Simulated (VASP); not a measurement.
Wanted: the native input for a VASP 6.6.1 run.

```
Task                   : relaxation of shape and atoms at fixed volume
Functional             : PBE
Potentials or basis    : VASP PAW PBE potentials, release 64 (Rb_sv)
Cutoff                 : 600 eV
k mesh                 : 10 × 10 × 10
Occupations            : gaussian, width 0.1 eV
Spin                   : no spin polarisation
Dipole correction      : no
Further INCAR settings : ALGO = Fast; EDIFF = 1e-06; IBRION = 2; EDIFFG = -0.01; NSW = 50; ISIF = 4
```

The structure of Rb lies in POSCAR:

```
Rb
1.0
   -2.9614124218      2.9614124218      2.7504838112
    2.9614124218     -2.9614124218      2.7504838112
    2.9614124218      2.9614124218     -2.7504838112
Rb
1
Direct
    0.0000000000      0.0000000000      0.0000000000
```

These files were run (other wordings do the same):

INCAR

```
SYSTEM = Rb
PREC = Accurate
ENCUT = 600
EDIFF = 1E-6
ISMEAR = 0
SIGMA = 0.1
LREAL = .False.
LASPH = .True.
NELM = 80
ALGO = Fast
ISIF = 4
LWAVE = .False.
LCHARG = .False.
GGA = PE
IBRION = 2
NSW = 50
EDIFFG = -0.01
```

KPOINTS

```
Automatic mesh
0
Gamma
  10 10 10
  0 0 0
```

Potentials or basis: VASP PAW PBE potentials, release 64 (Rb_sv).

Command:

```bash
$ cat potpaw_PBE.64/Rb_sv/POTCAR > POTCAR
$ mpirun -np 1 vasp_std > vasp.out
```

It gave:

The pressure after relaxing is -0.1 GPa and the band gap on the k mesh is zero (an odd number of electrons rules out a gap without spin polarisation).

Caveat: the relaxation stopped at its first step, so nothing moved.

It took 32 s on 1 thread of Intel(R) Xeon(R) 6975P-C (Granite Rapids), with other jobs on the host, peak memory 0.29 GiB.
